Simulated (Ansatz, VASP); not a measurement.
Nb: VASP beside Ansatz

```xyz
1
Lattice="0.0000 2.1785 2.0516 2.1785 0.0000 2.0516 2.1785 2.1785 0.0000" Properties=species:S:1:pos:R:3 pbc="T T T"
Nb    0.0000    0.0000    0.0000
```

Change from the starting cell: strain +0.030 along x and y, -0.030 along z, atoms carried along.

Alike in both runs: task single point; functional PBEsol; k mesh 20 × 20 × 20; occupations gaussian, width 0.15 eV; no spin polarisation.

|  | VASP | Ansatz |
| --- | --- | --- |
| version | VASP 6.6.1 | Ansatz 0.2.0 |
| potentials or method | VASP PAW PBE potentials, release 64 (Nb_sv), cutoff 520 eV | scalar-relativistic, plane waves, PAW |
| valence electrons in the cell | 13 | 13 |

```tsv
	VASP	Ansatz	Ansatz less VASP
gap on the k mesh at the Fermi level (eV)	none	none	-
pressure (GPa)	-11.8	-11.6	+0.26
traceless stress, the component that is largest in VASP (GPa)	-8.31	-8.36	-0.050
```

VASP's potentials were made for PBE, not for PBEsol. A gap of «none» marks a metal or a gap that the smearing closes. The functional is the same, so the differences come from potentials, cutoffs and numerics.
